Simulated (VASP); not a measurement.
# HfN (I4/mmm) in VASP: further runs

The runs below take HfN through single point, with PBEsol.

Everything below comes from runs of VASP 6.6.1. Logs are shortened: lines on timing, memory, paths and dates and some standing lists are left out, and cuts for length are marked.

### 1 The cell of the first run

Symmetry: I4/mmm, No. 139, tetragonal system. Conventional cell: a = 3.285 Å, b = 3.285 Å, c = 4.274 Å, α = 90.00°, β = 90.00°, γ = 90.00°. Within 2.8 Å of Hf (site symmetry 4/mmm) lie 6 N at 2.14 to 2.32 Å. Within 2.8 Å of N (site symmetry 4/mmm) lie 6 Hf at 2.14 to 2.32 Å.

### 2 Single point, PBEsol

File INCAR:

```
  PREC = Accurate
  ENCUT = 520
  EDIFF = 1E-6
  ISMEAR = 0
  SIGMA = 0.15
  LREAL = False
  LASPH = True
  NELM = 80
  ALGO = Normal
  ISIF = 2
  LWAVE = False
  LCHARG = False
  GGA = PS
  NBANDS = 14
```

File KPOINTS:

```
regular mesh
0
Gamma
  20 20 20
```

File POSCAR:

```
HfN
1.0
    0.0000000000      2.3226670296      2.1368536672
    2.3226670296      0.0000000000      2.1368536672
    2.3226670296      2.3226670296      0.0000000000
Hf N
1 1
Direct
    0.0000000000      0.0000000000      0.0000000000
    0.5000000000      0.5000000000      0.5000000000
```

Potentials or basis: VASP PAW PBE potentials, release 64 (Hf_pv, N).

Launch:

```bash
$ cat potpaw_PBE.64/Hf_pv/POTCAR potpaw_PBE.64/N/POTCAR > POTCAR
$ mpirun -np 1 vasp_std > vasp.out
```

OUTCAR:

```text
PREC = Accurate
   ENCUT = 520
   EDIFF = 1E-6
   ISMEAR = 0
   LREAL = False
   LASPH = True
   NELM = 80
   ISIF = 2
   GGA = PS

 ion  position               nearest neighbor table
   1  0.000  0.000  0.000-   2 2.14   2 2.14   2 2.32   2 2.32   2 2.32   2 2.32
   2  0.500  0.500  0.500-   1 2.14   1 2.14   1 2.32   1 2.32   1 2.32   1 2.32

  LATTYP: Found a body centered tetragonal cell.
 ALAT       =     3.2847472141
 C/A-ratio  =     1.3010764774

  Lattice vectors:

 A1 = (   0.0000000000,  -2.3226670296,  -2.1368536672)
 A2 = (   0.0000000000,   2.3226670296,  -2.1368536672)
 A3 = (   2.3226670296,   0.0000000000,   2.1368536672)

Analysis of symmetry for initial positions (statically):
=====================================================================
 Subroutine PRICEL returns:
 Original cell was already a primitive cell.

 Routine SETGRP: Setting up the symmetry group for a
 body centered tetragonal supercell.

 Subroutine GETGRP returns: Found 16 space group operations
 (whereof 16 operations were pure point group operations)
 out of a pool of 16 trial point group operations.

The static configuration has the point symmetry D_4h.

Analysis of symmetry for dynamics (positions and initial velocities):
=====================================================================
 Subroutine PRICEL returns:
 Original cell was already a primitive cell.

 Routine SETGRP: Setting up the symmetry group for a
 body centered tetragonal supercell.

 Subroutine GETGRP returns: Found 16 space group operations
 (whereof 16 operations were pure point group operations)
 out of a pool of 16 trial point group operations.

The dynamic configuration has the point symmetry D_4h.

 Subroutine INISYM returns: Found 16 space group operations
 (whereof 16 operations are pure point group operations),
 and found     1 'primitive' translations

----------------------------------------------------------------------------------------

                                     Primitive cell

  volume of cell :      23.0557

  direct lattice vectors                    reciprocal lattice vectors
     0.000000000  2.322667030  2.136853667    -0.215269771  0.215269771  0.233988882
     2.322667030  0.000000000  2.136853667     0.215269771 -0.215269771  0.233988882
     2.322667030  2.322667030  0.000000000     0.215269771  0.215269771 -0.233988882

  length of vectors
     3.156093428  3.156093428  3.284747214     0.383969980  0.383969980  0.383969980

  position of ions in fractional coordinates (direct lattice)
     0.000000000  0.000000000  0.000000000
     0.500000000  0.500000000  0.500000000

  ion indices of the primitive-cell ions
   primitive index   ion index
                 1           1
                 2           2

----------------------------------------------------------------------------------------

 KPOINTS: regular mesh

Automatic generation of k-mesh.
 Grid dimensions read from file:
 generate k-points for:   20   20   20

 Generating k-lattice:

  Cartesian coordinates                     Fractional coordinates (reciprocal lattice)
    -0.010763489  0.010763489  0.011699444     0.050000000  0.000000000  0.000000000
     0.010763489 -0.010763489  0.011699444     0.000000000  0.050000000  0.000000000
     0.010763489  0.010763489 -0.011699444     0.000000000  0.000000000  0.050000000

  Length of vectors
     0.019198499  0.019198499  0.019198499

  Shift w.r.t. Gamma in fractional coordinates (k-lattice)
     0.000000000  0.000000000  0.000000000

 Subroutine IBZKPT returns following result:
 ===========================================

 Found    641 irreducible k-points:

 Following reciprocal coordinates:
            Coordinates               Weight
  0.000000  0.000000  0.000000      1.000000
  0.050000 -0.000000  0.000000      8.000000
  0.100000 -0.000000  0.000000      8.000000
  0.150000  0.000000  0.000000      8.000000
  0.200000 -0.000000  0.000000      8.000000
  0.250000 -0.000000  0.000000      8.000000
[... 16 lines left out ...]
 -0.400000  0.050000  0.000000      8.000000
 -0.350000  0.050000  0.000000      8.000000
 [... further k-points ...]
   k-points           NKPTS =    641   k-points in BZ     NKDIM =    641   number of bands    NBANDS=     14
   number of dos      NEDOS =    301   number of ions     NIONS =      2
   total plane-waves  NPLWV =  13824
   dimension x,y,z NGX =    24 NGY =   24 NGZ =   24
   dimension x,y,z NGXF=    48 NGYF=   48 NGZF=   48
   ions per type =               1   1
   NGX,Y,Z   is equivalent  to a cutoff of  12.64, 12.64, 12.15 a.u.
   NGXF,Y,Z  is equivalent  to a cutoff of  25.28, 25.28, 24.29 a.u.
 SYSTEM =  unknown system
   PREC   = accura    normal or accurate (medium, high low for compatibility)
   ISTART =      0    job   : 0-new  1-cont  2-samecut
   ICHARG =      2    charge: 1-file 2-atom 10-const
   ISPIN  =      1    spin polarized calculation?
   LNONCOLLINEAR =      F non collinear calculations
   LSORBIT =      F    spin-orbit coupling
   LASPH  =      T    aspherical Exc in radial PAW
   ENCUT  =  520.0 eV  38.22 Ry    6.18 a.u.   5.87  5.87  6.11*2*pi/ulx,y,z
   NELM   =     80;   NELMIN=  2; NELMDL= -5     # of ELM steps
   EDIFF  = 0.1E-05   stopping-criterion for ELM
   LREAL  =      F    real-space projection
   EDIFFG = 0.1E-04   stopping-criterion for IOM
   NSW    =      0    number of steps for IOM
   IBRION =     -1    ionic relax: 0-MD 1-quasi-New 2-CG
   NFREE  =      0    steps in history (QN), initial steepest desc. (CG)
   ISIF   =      2    stress and relaxation
   ISYM   =      2    0-nonsym 1-usesym 2-fastsym
   POTIM  = 0.5000    time-step for ionic-motion
   TEBEG  =    0.0;   TEEND  =   0.0 temperature during run
   PSTRESS=    0.0 pullay stress
   NELECT =      15.0000    total number of electrons
   NUPDOWN=      -1.0000    fix difference up-down
   EMIN   =  10.00;   EMAX   =-10.00  energy-range for DOS
   EFERMI =   0.00;   METHOD = LEGACY
   ISMEAR =     0;   SIGMA  =   0.15  broadening in eV -4-tet -1-fermi 0-gaus
   EFERMI_NEDOS =   21; number of points for ismear=-14 and -15
   IALGO  =     38    algorithm
   IMIX   =      4    mixing-type and parameters
     AMIX     =   0.40;   BMIX     =  1.00
     AMIX_MAG =   1.60;   BMIX_MAG =  1.00
  volume/ion in A,a.u.               =      11.53        77.79
  Fermi-wavevector in a.u.,A,eV,Ry     =   1.418553  2.680677 27.378918  2.012294
  Thomas-Fermi vector in A             =   2.539667
   LORBIT       =      0    0 simple, 1 ext, 2 COOP (PROOUT), +10 PAW based schemes
   GGA     = PS    functional components
   LHFCALC =     F    Hartree Fock is set to
   AEXX    =    0.0000 exact exchange contribution
   IVDW    =     0    specifies the selected vdW correction
   LEPSILON=     F    determine dielectric tensor
   LRPA    =     F    only Hartree local field effects (RPA)
 non-spin polarized calculation
 Gauss-broadening in eV      SIGMA  =   0.15
  energy-cutoff  :      520.00
  volume of cell :       23.06
 maximum number of plane-waves:       640
   NGX = 11   NGY = 11   NGZ = 13

 number of electron      15.0000000 magnetization

 Free energy of the ion-electron system (eV)
  ---------------------------------------------------
  ext. energy  EPLUGINS =         0.00000000
  ---------------------------------------------------
  free energy    TOTEN  =       -22.81081476 eV

  energy without entropy =      -22.80467084  energy(sigma->0) =      -22.80774280

 E-fermi :   8.2228     XC(G=0): -12.8807

 val. band max:        8.2070615202   @ k =  -0.1500   0.1000   0.0000
 cond. band min:       8.2259883949   @ k =   0.2000   0.0500   0.0000
 fundamental gap:      0.0189268747
 Fermi energy:         8.2228223310

 k-point     1 :       0.0000    0.0000    0.0000
  band No.  band energies     occupation
      1     -22.8516      2.00000
      2     -22.8516      2.00000
      3     -22.8054      2.00000
      4      -9.2636      2.00000
      5       5.0685      2.00000
      6       5.0685      2.00000
      7       5.5510      2.00000
      8       7.5724      2.00000
      9       7.5724      2.00000
     10       8.4871      0.01273
     11       8.7838      0.00000
     12       9.5237      0.00000
     13      12.1613      0.00000
     14      17.8161      0.00000

 k-point     2 :       0.0500   -0.0000    0.0000
  band No.  band energies     occupation
      1     -22.8706      2.00000
      2     -22.8552      2.00000
      3     -22.8140      2.00000
      4      -9.2032      2.00000
      5       4.8148      2.00000
      6       4.9030      2.00000
      7       5.3596      2.00000
      8       7.6823      2.00000
      9       7.6850      2.00000
     10       8.5265      0.00420
     11       9.0106      0.00000
     12       9.7133      0.00000
     13      12.3528      0.00000
     14      18.0162      0.00000

 k-point     3 :       0.1000   -0.0000    0.0000
  band No.  band energies     occupation
      1     -22.9405      2.00000
      2     -22.8657      2.00000
      3     -22.8232      2.00000
      4      -9.0269      2.00000
      5       4.1913      2.00000
      6       4.5007      2.00000
      7       4.9076      2.00000
      8       7.9117      1.99664
      9       7.9749      1.98060
     10       8.6298      0.00012
     11       9.6063      0.00000
     12      10.2310      0.00000
     13      12.8770      0.00000
     14      18.5870      0.00000
[... 324 lines left out ...]
 k-point    23 :      -0.4000    0.0500    0.0000
  band No.  band energies     occupation
      1     -23.7402      2.00000
      2     -22.9848      2.00000
      3     -22.8772      2.00000
      4      -6.7570      2.00000
      5      -0.2641      2.00000
      6       2.0665      2.00000
      7       2.3123      2.00000
      8      10.4900      0.00000
      9      11.3942      0.00000
     10      11.5120      0.00000
     11      13.5216      0.00000
     12      15.7603      0.00000
     13      16.8775      0.00000
     14      20.0347      0.00000

 k-point    24 :      -0.3500    0.0500    0.0000
  band No.  band energies     occupation
      1     -23.6477      2.00000
      2     -22.9670      2.00000
      3     -22.8774      2.00000
      4      -7.0968      2.00000
      5       0.1965      2.00000
      6       2.2440      2.00000
      7       2.6171      2.00000
      8       9.7925      0.00000
      9      10.8063      0.00000
     10      11.2019      0.00000
     11      13.5300      0.00000
     12      15.1479      0.00000
     13      16.3091      0.00000
     14      20.0942      0.00000

 [... further k-points ...]
[... 5 lines left out ...]
  --------------------------------------------------------------------------------------
  -------------------------------------------------------------------------------------
  Total       -2.3290321     -2.3290321      4.4620129      0.0000000      0.0000000     -0.0000000
  in kB     -161.8480145   -161.8480145    310.0721160      0.0000000      0.0000000     -0.0000000
  external PRESSURE =      -4.5413043 kB  Pullay stress =       0.0000000 kB

 VOLUME and BASIS-vectors are now :
 -----------------------------------------------------------------------------
  energy-cutoff  :      520.00
  volume of cell :       23.06
      direct lattice vectors                 reciprocal lattice vectors
     0.000000000  2.322667030  2.136853667    -0.215269771  0.215269771  0.233988882
     2.322667030  0.000000000  2.136853667     0.215269771 -0.215269771  0.233988882
     2.322667030  2.322667030  0.000000000     0.215269771  0.215269771 -0.233988882

 POSITION                                       TOTAL-FORCE (eV/Angst)
 -----------------------------------------------------------------------------------
      0.00000      0.00000      0.00000         0.000000      0.000000      0.000000
      2.32267      2.32267      2.13685         0.000000      0.000000      0.000000
 -----------------------------------------------------------------------------------
    total drift:                                0.000000     -0.000000     -0.000000

  FREE ENERGIE OF THE ION-ELECTRON SYSTEM (eV)
  ---------------------------------------------------
  free  energy   TOTEN  =       -22.8108147567 eV

  energy  without entropy=      -22.8046708422  energy(sigma->0) =      -22.80774280
```

It took 48 s on 1 thread of Intel Xeon 6975P-C (Granite Rapids), shared host; peak memory 0.32 GiB.

Results:

```yaml
Free_energy: -22.8108 eV
Pressure: -0.5 GPa
```

Levels at points of the mesh, in eV from the Fermi level:
```csv
k point,band 4,band 5,band 6,band 7,band 8,band 9,band 10,band 11,band 12,band 13
"(0.00, 0.00, 0.00)",-17.49,-3.15,-3.15,-2.67,-0.65,-0.65,0.26,0.56,1.30,3.94
"(0.50, 0.00, 0.00)",-14.63,-8.93,-6.29,-6.25,3.08,3.76,4.11,4.31,7.88,9.15
"(0.50, 0.50, 0.00)",-16.35,-4.74,-4.02,-3.94,-3.94,4.14,5.49,5.49,5.54,8.77
"(0.50, 0.00, 0.50)",-16.42,-5.68,-3.75,-3.74,-3.27,3.43,4.96,5.97,6.24,7.91
```

Caveat: the PAW data sets were made with another functional, which shifts forces and pressure a little; spin-orbit coupling is left out, which moves the levels of the heavy elements.

### 3 Single point, PBEsol

This run uses another cell than the first one, of the same volume but with other edges.

File INCAR:

```
SYSTEM = HfN
PREC = Accurate
ENCUT = 520
EDIFF = 1E-6
ISMEAR = 0
SIGMA = 0.15
LREAL = .False.
LASPH = .True.
NELM = 80
ALGO = Normal
ISIF = 2
LWAVE = .False.
LCHARG = .False.
GGA = PS
NBANDS = 14
```

File KPOINTS:

```
Automatic mesh
0
Gamma
  20 20 20
  0 0 0
```

File POSCAR:

```
HfN
1.0
    0.0000000000      2.1883595026      2.4071954529
    2.1883595026      0.0000000000      2.4071954529
    2.1883595026      2.1883595026      0.0000000000
Hf N
1 1
Direct
    0.0000000000      0.0000000000      0.0000000000
    0.5000000000      0.5000000000      0.5000000000
```

Potentials or basis: VASP PAW PBE potentials, release 64 (Hf_pv, N).

Launch:

```bash
$ cat potpaw_PBE.64/Hf_pv/POTCAR potpaw_PBE.64/N/POTCAR > POTCAR
$ mpirun -np 1 vasp_std > vasp.out
```

Wall time 48 s (1 thread of Intel Xeon 6975P-C (Granite Rapids), shared host); peak memory 0.31 GiB.

Results (log left out):

```yaml
Free_energy: -22.7940 eV
Pressure: 0.5 GPa
```

Stress tensor (GPa, compression positive):
```
 14.10   0.00   0.00
  0.00  14.10   0.00
  0.00   0.00 -26.72
```

Levels at points of the mesh, in eV from the Fermi level:
```
           k point  band 6  band 7  band 8  band 9  band 10  band 11
(0.00, 0.00, 0.00)   -2.85   -2.85   -1.07   -0.12     0.04     0.04
(0.50, 0.00, 0.00)   -6.33   -6.22    3.33    3.52     4.17     4.28
(0.50, 0.50, 0.00)   -3.70   -3.37   -3.37    4.13     5.45     5.45
(0.50, 0.00, 0.50)   -3.97   -3.88   -3.58    3.40     4.71     6.27
```

Caveat: the PAW data sets were made with another functional, which shifts forces and pressure a little; spin-orbit coupling is left out, which moves the levels of the heavy elements.

### 4 Single point, PBEsol

This run uses another cell than the first one, of the same volume but with other edges.

File INCAR:

```
ALGO = Normal ; EDIFF = 1E-7
ENCUT = 520 ; GGA = PS
ISIF = 2 ; ISMEAR = 0
LASPH = True ; LCHARG = False
LREAL = False ; LWAVE = False
NBANDS = 14 ; NELM = 100
PREC = Accurate ; SIGMA = 0.15
```

File KPOINTS:

```
k-points
0
Gamma
  20 20 20
```

File POSCAR:

```
HfN
1.0
    0.0000000000      2.6078250059      1.6950862538
    2.6078250059      0.0000000000      1.6950862538
    2.6078250059      2.6078250059      0.0000000000
Hf N
1 1
Direct
    0.0000000000      0.0000000000      0.0000000000
    0.5000000000      0.5000000000      0.5000000000
```

Launch:

```bash
$ cat potpaw_PBE.64/Hf_pv/POTCAR potpaw_PBE.64/N/POTCAR > POTCAR
$ mpirun -np 1 vasp_std > vasp.out
```

It took 75 s on 1 thread of Intel Xeon 6975P-C (Granite Rapids), shared host; peak memory 0.32 GiB.

Results (log left out):

```yaml
Free_energy: -15.7292 eV
Pressure: 122.2 GPa
```

Stress tensor (GPa, compression positive):
```
 -6.99   0.00   0.00
  0.00  -6.99   0.00
  0.00   0.00 380.62
```

Levels at points of the mesh, in eV from the Fermi level:
```csv
k point,band 5,band 6,band 7,band 8,band 9,band 10
"(0.00, 0.00, 0.00)",-4.37,-4.33,-4.33,-1.02,-0.56,-0.56
"(0.50, 0.00, 0.00)",-9.38,-8.56,-8.10,1.65,3.47,4.50
"(0.50, 0.50, 0.00)",-5.18,-5.18,-4.51,0.58,4.25,4.25
"(0.50, 0.00, 0.50)",-6.49,-4.50,-2.18,-0.80,1.02,3.19
```

Caveat: the PAW data sets were made with another functional, which shifts forces and pressure a little; spin-orbit coupling is left out, which moves the levels of the heavy elements.

### 5 The runs side by side

```tsv
cell	gap on the mesh (eV)	pressure (GPa)
a = 3.156, b = 3.156, c = 3.285 Å, angles 58.6, 58.6, 62.7°, 2 atoms	none	-0.5
a = 3.253, b = 3.253, c = 3.095 Å, angles 61.6, 61.6, 56.8°, 2 atoms	none	0.5
a = 3.110, b = 3.110, c = 3.688 Å, angles 53.6, 53.6, 72.7°, 2 atoms	none	122.2
```

Alike in all rows: task single point; level PBEsol; potentials or basis VASP PAW PBE potentials, release 64 (Hf_pv, N); no spin polarisation; k mesh 20 × 20 × 20; cutoff (eV) 520; smearing gaussian 0.15 eV.

Caveats: the PAW data sets were made with another functional, which shifts forces and pressure a little; spin-orbit coupling is left out, which moves the levels of the heavy elements.

Total energies depend on the potentials used, so only differences within one code and one set of settings carry meaning.
